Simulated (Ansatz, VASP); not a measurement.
**One calculation of Al6H, two programs**

```xyz
14
Lattice="5.7135 0.0000 0.0000 0.0000 5.7135 0.0000 0.0000 0.0000 22.1747" Properties=species:S:1:pos:R:3 pbc="T T T"
Al    1.4284    1.4284    4.0000
Al    1.4284    4.2851    4.0000
Al    4.2851    1.4284    4.0000
Al    4.2851    4.2851    4.0000
Al    0.0000    0.0000    6.0848
Al    0.0000    2.8568    6.0848
Al    2.8568    0.0000    6.0848
Al    2.8568    2.8568    6.0848
Al    1.4284    1.4284    8.1747
Al    1.4284    4.2851    8.1747
Al    4.2851    1.4284    8.1747
Al    4.2851    4.2851    8.1747
H     0.0000   -0.4595    9.2647
H     0.0000    0.4595    9.2647
```

Alike in both runs: task single point; functional PBE; k mesh 5 × 5 × 1; occupations gaussian, width 0.1 eV; no spin polarisation.

```csv
,VASP,Ansatz
version,VASP 6.6.1,Ansatz 0.2.0
potentials or method,"VASP PAW PBE potentials, release 64 (Al, H), cutoff 520 eV","scalar-relativistic, plane waves, PAW"
valence electrons in the cell,38,38
```

```tsv
	VASP	Ansatz	Ansatz less VASP
gap on the k mesh at the Fermi level (eV)	none	none	-
rms of the force components (eV/Å)	0.202	0.202	+0.0001
work function, face that differs most (eV)	4.36	4.36	-0.003
```

Atom by atom the forces differ by 0.001 eV/Å (rms over components). A gap of «none» marks a metal or a gap that the smearing closes.
